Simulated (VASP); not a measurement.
# CdSe (F-43m) in VASP: single point with PBE

Aim: the single point of CdSe with PBE.

Everything below comes from runs of VASP 6.6.1. Logs are shortened: lines on timing, memory, paths and dates and some standing lists are left out, and cuts for length are marked.

### 1 The cell of the first run

It takes space group F-43m (No. 216, cubic). The conventional cell has a = 6.141 Å, b = 6.141 Å, c = 6.141 Å, α = 90.00°, β = 90.00°, γ = 90.00°. Cd (site symmetry -43m) has 4 Se at 2.66 Å within 3.5 Å. Se (site symmetry -43m) has 4 Cd at 2.66 Å within 3.5 Å.

### 2 Single point, PBE

INCAR reads:

```
  PREC = Accurate
  ENCUT = 500
  EDIFF = 1E-6
  ISMEAR = 0
  SIGMA = 0.01
  LREAL = F
  LASPH = T
  NELM = 120
  ALGO = Normal
  ISIF = 2
  LWAVE = F
  LCHARG = F
  GGA = PE
  NBANDS = 16
  GGA_COMPAT = F
```

KPOINTS reads:

```
regular mesh
0
Gamma
  5 5 5
```

POSCAR reads:

```
CdSe
1.0
    0.0000000000      3.0702710000      3.0702710000
    3.0702710000      0.0000000000      3.0702710000
    3.0702710000      3.0702710000      0.0000000000
Cd Se
1 1
Direct
    0.0000000000      0.0000000000      0.0000000000
    0.7500000000      0.7500000000      0.7500000000
```

Potentials or basis: VASP PAW PBE potentials, release 64 (Cd, Se).

The run is started by

```console
cat potpaw_PBE.64/Cd/POTCAR potpaw_PBE.64/Se/POTCAR > POTCAR
mpirun -np 1 vasp_std > vasp.out
```

OUTCAR:

```text
PREC = Accurate
   ENCUT = 500
   EDIFF = 1E-6
   ISMEAR = 0
   LREAL = F
   LASPH = T
   NELM = 120
   ISIF = 2
   GGA = PE

 ion  position               nearest neighbor table
   1  0.000  0.000  0.000-   2 2.66   2 2.66   2 2.66   2 2.66
   2  0.750  0.750  0.750-   1 2.66   1 2.66   1 2.66   1 2.66

  LATTYP: Found a face centered cubic cell.
 ALAT       =     6.1405420000

  Lattice vectors:

 A1 = (   0.0000000000,   3.0702710000,   3.0702710000)
 A2 = (   3.0702710000,   0.0000000000,   3.0702710000)
 A3 = (   3.0702710000,   3.0702710000,   0.0000000000)

Analysis of symmetry for initial positions (statically):
=====================================================================
 Subroutine PRICEL returns:
 Original cell was already a primitive cell.

 Routine SETGRP: Setting up the symmetry group for a
 face centered cubic supercell.

 Subroutine GETGRP returns: Found 24 space group operations
 (whereof 24 operations were pure point group operations)
 out of a pool of 48 trial point group operations.

The static configuration has the point symmetry T_d .

Analysis of symmetry for dynamics (positions and initial velocities):
=====================================================================
 Subroutine PRICEL returns:
 Original cell was already a primitive cell.

 Routine SETGRP: Setting up the symmetry group for a
 face centered cubic supercell.

 Subroutine GETGRP returns: Found 24 space group operations
 (whereof 24 operations were pure point group operations)
 out of a pool of 48 trial point group operations.

The dynamic configuration has the point symmetry T_d .

 Subroutine INISYM returns: Found 24 space group operations
 (whereof 24 operations are pure point group operations),
 and found     1 'primitive' translations

----------------------------------------------------------------------------------------

                                     Primitive cell

  volume of cell :      57.8842

  direct lattice vectors                    reciprocal lattice vectors
     0.000000000  3.070271000  3.070271000    -0.162852074  0.162852074  0.162852074
     3.070271000  0.000000000  3.070271000     0.162852074 -0.162852074  0.162852074
     3.070271000  3.070271000  0.000000000     0.162852074  0.162852074 -0.162852074

  length of vectors
     4.342018888  4.342018888  4.342018888     0.282068066  0.282068066  0.282068066

  position of ions in fractional coordinates (direct lattice)
     0.000000000  0.000000000  0.000000000
     0.750000000  0.750000000  0.750000000

  ion indices of the primitive-cell ions
   primitive index   ion index
                 1           1
                 2           2

----------------------------------------------------------------------------------------

 KPOINTS: regular mesh

Automatic generation of k-mesh.
 Grid dimensions read from file:
 generate k-points for:    5    5    5

 Generating k-lattice:

  Cartesian coordinates                     Fractional coordinates (reciprocal lattice)
    -0.032570415  0.032570415  0.032570415     0.200000000  0.000000000  0.000000000
     0.032570415 -0.032570415  0.032570415     0.000000000  0.200000000  0.000000000
     0.032570415  0.032570415 -0.032570415     0.000000000  0.000000000  0.200000000

  Length of vectors
     0.056413613  0.056413613  0.056413613

  Shift w.r.t. Gamma in fractional coordinates (k-lattice)
     0.000000000  0.000000000  0.000000000

 Subroutine IBZKPT returns following result:
 ===========================================

 Found     10 irreducible k-points:

 Following reciprocal coordinates:
            Coordinates               Weight
  0.000000  0.000000  0.000000      1.000000
  0.200000  0.000000  0.000000      8.000000
  0.400000  0.000000  0.000000      8.000000
  0.200000  0.200000  0.000000      6.000000
  0.400000  0.200000  0.000000     24.000000
 -0.400000  0.200000  0.000000     24.000000
 -0.200000  0.200000  0.000000     12.000000
  0.400000  0.400000  0.000000      6.000000
 -0.400000  0.400000  0.000000     12.000000
 -0.400000  0.400000  0.200000     24.000000
   k-points           NKPTS =     10   k-points in BZ     NKDIM =     10   number of bands    NBANDS=     16
   number of dos      NEDOS =    301   number of ions     NIONS =      2
   total plane-waves  NPLWV =  32768
   dimension x,y,z NGX =    32 NGY =   32 NGZ =   32
   dimension x,y,z NGXF=    64 NGYF=   64 NGZF=   64
   ions per type =               1   1
   NGX,Y,Z   is equivalent  to a cutoff of  12.25, 12.25, 12.25 a.u.
   NGXF,Y,Z  is equivalent  to a cutoff of  24.50, 24.50, 24.50 a.u.
 SYSTEM =  unknown system
   PREC   = accura    normal or accurate (medium, high low for compatibility)
   ISTART =      0    job   : 0-new  1-cont  2-samecut
   ICHARG =      2    charge: 1-file 2-atom 10-const
   ISPIN  =      1    spin polarized calculation?
   LNONCOLLINEAR =      F non collinear calculations
   LSORBIT =      F    spin-orbit coupling
   LASPH  =      T    aspherical Exc in radial PAW
   ENCUT  =  500.0 eV  36.75 Ry    6.06 a.u.   7.92  7.92  7.92*2*pi/ulx,y,z
   NELM   =    120;   NELMIN=  2; NELMDL= -5     # of ELM steps
   EDIFF  = 0.1E-05   stopping-criterion for ELM
   LREAL  =      F    real-space projection
   EDIFFG = 0.1E-04   stopping-criterion for IOM
   NSW    =      0    number of steps for IOM
   IBRION =     -1    ionic relax: 0-MD 1-quasi-New 2-CG
   NFREE  =      0    steps in history (QN), initial steepest desc. (CG)
   ISIF   =      2    stress and relaxation
   ISYM   =      2    0-nonsym 1-usesym 2-fastsym
   POTIM  = 0.5000    time-step for ionic-motion
   TEBEG  =    0.0;   TEEND  =   0.0 temperature during run
   PSTRESS=    0.0 pullay stress
   NELECT =      18.0000    total number of electrons
   NUPDOWN=      -1.0000    fix difference up-down
   EMIN   =  10.00;   EMAX   =-10.00  energy-range for DOS
   EFERMI =   0.00;   METHOD = LEGACY
   ISMEAR =     0;   SIGMA  =   0.01  broadening in eV -4-tet -1-fermi 0-gaus
   EFERMI_NEDOS =   21; number of points for ismear=-14 and -15
   IALGO  =     38    algorithm
   IMIX   =      4    mixing-type and parameters
     AMIX     =   0.40;   BMIX     =  1.00
     AMIX_MAG =   1.60;   BMIX_MAG =  1.00
  volume/ion in A,a.u.               =      28.94       195.31
  Fermi-wavevector in a.u.,A,eV,Ry     =   1.109121  2.095935 16.737201  1.230150
  Thomas-Fermi vector in A             =   2.245657
   LORBIT       =      0    0 simple, 1 ext, 2 COOP (PROOUT), +10 PAW based schemes
   GGA     = PE    functional components
   LHFCALC =     F    Hartree Fock is set to
   AEXX    =    0.0000 exact exchange contribution
   IVDW    =     0    specifies the selected vdW correction
   LEPSILON=     F    determine dielectric tensor
   LRPA    =     F    only Hartree local field effects (RPA)
 non-spin polarized calculation
 Gauss-broadening in eV      SIGMA  =   0.01
  energy-cutoff  :      500.00
  volume of cell :       57.88
 maximum number of plane-waves:      1479
   NGX = 15   NGY = 15   NGZ = 15

 number of electron      18.0000008 magnetization

 Free energy of the ion-electron system (eV)
  ---------------------------------------------------
  ext. energy  EPLUGINS =         0.00000000
  ---------------------------------------------------
  free energy    TOTEN  =        -5.47740497 eV

  energy without entropy =       -5.47740497  energy(sigma->0) =       -5.47740497

 E-fermi :   0.7731     XC(G=0):  -8.7524

 val. band max:        0.7283557368   @ k =   0.0000   0.0000   0.0000
 cond. band min:       1.2725567034   @ k =   0.0000   0.0000   0.0000
 fundamental gap:      0.5442009666
 Fermi energy:         0.7731218012

 k-point     1 :       0.0000    0.0000    0.0000
  band No.  band energies     occupation
      1     -11.7068      2.00000
      2      -7.1238      2.00000
      3      -7.1238      2.00000
      4      -7.1238      2.00000
      5      -6.7803      2.00000
      6      -6.7803      2.00000
[... 8 lines left out ...]
     15      11.7572      0.00000
     16      11.7572      0.00000

 k-point     2 :       0.2000    0.0000    0.0000
  band No.  band energies     occupation
      1     -11.5878      2.00000
      2      -7.0878      2.00000
      3      -7.0878      2.00000
      4      -6.9988      2.00000
      5      -6.7804      2.00000
      6      -6.7804      2.00000
[... 8 lines left out ...]
     15      10.7371      0.00000
     16      11.0539      0.00000

 k-point     3 :       0.4000    0.0000    0.0000
  band No.  band energies     occupation
      1     -11.3922      2.00000
      2      -7.0426      2.00000
      3      -7.0426      2.00000
      4      -6.7640      2.00000
      5      -6.7640      2.00000
      6      -6.6161      2.00000
[... 8 lines left out ...]
     15      11.8919      0.00000
     16      11.8919      0.00000

 k-point     4 :       0.2000    0.2000    0.0000
  band No.  band energies     occupation
      1     -11.5487      2.00000
      2      -7.0482      2.00000
      3      -7.0482      2.00000
      4      -7.0176      2.00000
      5      -6.7971      2.00000
      6      -6.7618      2.00000
[... 8 lines left out ...]
     15      12.0954      0.00000
     16      12.9109      0.00000

 k-point     5 :       0.4000    0.2000    0.0000
  band No.  band energies     occupation
      1     -11.3797      2.00000
      2      -7.0162      2.00000
      3      -6.9903      2.00000
      4      -6.8523      2.00000
      5      -6.7489      2.00000
      6      -6.6507      2.00000
[... 8 lines left out ...]
     15      12.7204      0.00000
     16      12.8886      0.00000

 k-point     6 :      -0.4000    0.2000    0.0000
  band No.  band energies     occupation
      1     -11.3150      2.00000
      2      -7.0099      2.00000
      3      -6.9896      2.00000
      4      -6.7904      2.00000
      5      -6.7676      2.00000
      6      -6.4450      2.00000
[... 8 lines left out ...]
     15      11.6362      0.00000
     16      12.8014      0.00000

 k-point     7 :      -0.2000    0.2000    0.0000
  band No.  band energies     occupation
      1     -11.4437      2.00000
      2      -7.0445      2.00000
      3      -7.0309      2.00000
      4      -6.8300      2.00000
      5      -6.7933      2.00000
      6      -6.7221      2.00000
[... 8 lines left out ...]
     15      11.8999      0.00000
     16      13.0128      0.00000

 k-point     8 :       0.4000    0.4000    0.0000
  band No.  band energies     occupation
      1     -11.2924      2.00000
      2      -6.9361      2.00000
      3      -6.9099      2.00000
      4      -6.9099      2.00000
      5      -6.7316      2.00000
      6      -6.5509      2.00000
[... 8 lines left out ...]
     15      12.8833      0.00000
     16      14.5529      0.00000

 k-point     9 :      -0.4000    0.4000    0.0000
  band No.  band energies     occupation
      1     -11.2534      2.00000
      2      -6.9634      2.00000
      3      -6.9085      2.00000
      4      -6.8574      2.00000
      5      -6.7449      2.00000
      6      -6.3782      2.00000
[... 8 lines left out ...]
     15      12.5812      0.00000
     16      14.2497      0.00000

 k-point    10 :      -0.4000    0.4000    0.2000
  band No.  band energies     occupation
      1     -11.2775      2.00000
      2      -6.9665      2.00000
      3      -6.9579      2.00000
      4      -6.8261      2.00000
      5      -6.7618      2.00000
      6      -6.4078      2.00000
[... 8 lines left out ...]
     15      12.3674      0.00000
     16      14.2762      0.00000

------------------------ aborting loop because EDIFF is reached ----------------------------------------

  FORCE on cell =-STRESS in cart. coord.  units (eV):
  Direction    XX          YY          ZZ          XY          YZ          ZX
  --------------------------------------------------------------------------------------
  -------------------------------------------------------------------------------------
  Total        0.5825258      0.5825258      0.5825258     -0.0000000      0.0000000      0.0000000
  in kB       16.1237336     16.1237336     16.1237336     -0.0000000      0.0000000      0.0000000
  external PRESSURE =      16.1237336 kB  Pullay stress =       0.0000000 kB

 VOLUME and BASIS-vectors are now :
 -----------------------------------------------------------------------------
  energy-cutoff  :      500.00
  volume of cell :       57.88
      direct lattice vectors                 reciprocal lattice vectors
     0.000000000  3.070271000  3.070271000    -0.162852074  0.162852074  0.162852074
     3.070271000  0.000000000  3.070271000     0.162852074 -0.162852074  0.162852074
     3.070271000  3.070271000  0.000000000     0.162852074  0.162852074 -0.162852074

 POSITION                                       TOTAL-FORCE (eV/Angst)
 -----------------------------------------------------------------------------------
      0.00000      0.00000      0.00000        -0.000000      0.000000     -0.000000
      4.60541      4.60541      4.60541         0.000000     -0.000000      0.000000
 -----------------------------------------------------------------------------------
    total drift:                               -0.000000     -0.000000     -0.000000

  FREE ENERGIE OF THE ION-ELECTRON SYSTEM (eV)
  ---------------------------------------------------
  free  energy   TOTEN  =        -5.4774049711 eV

  energy  without entropy=       -5.4774049711  energy(sigma->0) =       -5.47740497
```

Run time: 12 s. Hardware: 1 thread of Intel Xeon 8259CL, shared host; peak memory 0.17 GiB.

What came out:

| Item | Value |
| --- | --- |
| Free energy | -5.4774 eV |
| Pressure | 1.6 GPa |
| Band gap on the k mesh | 0.54 eV, direct |

Levels at points of the mesh, in eV from the valence-band top:
```
           k point  band 6  band 7  band 8  band 9  band 10  band 11  band 12  band 13
(0.00, 0.00, 0.00)   -7.51    0.00    0.00    0.00     0.54     5.93     5.93     5.93
```

As with any semilocal functional, this PBE gap is likely too small.
